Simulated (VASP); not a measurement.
Input of a VASP 6.6.1 run:

INCAR

```
SYSTEM = Na2S
ALGO     = Normal         ! electronic algorithm
EDIFF    = 1E-6           ! SCF threshold, eV
ENCUT    = 500            ! plane-wave cutoff, eV
GGA      = PE             ! functional
GGA_COMPAT= .FALSE.      
ISIF     = 2              ! what is computed and relaxed
ISMEAR   = 0              ! smearing method
LASPH    = .TRUE.         ! aspherical terms in the spheres
LCHARG   = .FALSE.        ! write CHGCAR
LREAL    = .FALSE.        ! projectors in reciprocal space
LWAVE    = .FALSE.        ! write WAVECAR
NBANDS   = 17             ! bands
NELM     = 120            ! most SCF steps
PREC     = Accurate       ! precision mode
SIGMA    = 0.02           ! smearing width, eV
```

Contents of KPOINTS:

```
k-points
0
G
  8 8 8
  0 0 0
```

The input POSCAR:

```
Na2S
1.0
    0.0000000000      3.3165228187      3.3165228187
    3.3165228187      0.0000000000      3.3165228187
    3.3165228187      3.3165228187      0.0000000000
Na S
2 1
Direct
    0.2500000000      0.2500000000      0.2500000000
    0.7500000000      0.7500000000      0.7500000000
    0.0000000000      0.0000000000      0.0000000000
```

Potentials or basis: VASP PAW PBE potentials, release 64 (Na_pv, S).

Run with:

```sh
$ cat potpaw_PBE.64/Na_pv/POTCAR potpaw_PBE.64/S/POTCAR > POTCAR
$ mpirun -np 1 vasp_std > vasp.out
```

Problem. Estimate the band gap on the k mesh.

Solution. 2.35 eV.

Problem. What does it give for the pressure?

Solution. -0.8 GPa.

A k mesh can miss the band edges. As with any semilocal functional, this PBE gap is likely too small.
